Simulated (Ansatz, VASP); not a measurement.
**ZnAg: VASP beside Ansatz**

```
Zn Ag
1.0
     3.18756    0.00000    0.00000
     0.00000    3.18756    0.00000
     0.00000    0.00000    3.15600
Zn Ag
1 1
Cartesian
  1.5938 1.5938 1.5780
  0.0000 0.0000 0.0000
```

Change from the starting cell: equal xx and yy strain of +1 %.

Alike in both runs: task single point; functional LDA; k mesh 12 × 12 × 12; occupations fermi-dirac, width 0.03 eV; no spin polarisation.

```csv
,VASP,Ansatz
version,VASP 6.6.1,Ansatz 0.2.0
potentials or method,"VASP PAW LDA potentials, release 64 (Zn, Ag), cutoff 520 eV","all-electron LAPW, scalar-relativistic"
```

```tsv
	VASP	Ansatz	Ansatz less VASP
pressure (GPa)	-9.2	-9.7	-0.43
traceless stress, the component that is largest in VASP (GPa)	0.42	0.42	-0.003
```

LDA's correlation is that of Perdew and Zunger in VASP and of Perdew and Wang (1992) in Ansatz. Ansatz ran all-electron here, and VASP with PAW potentials.
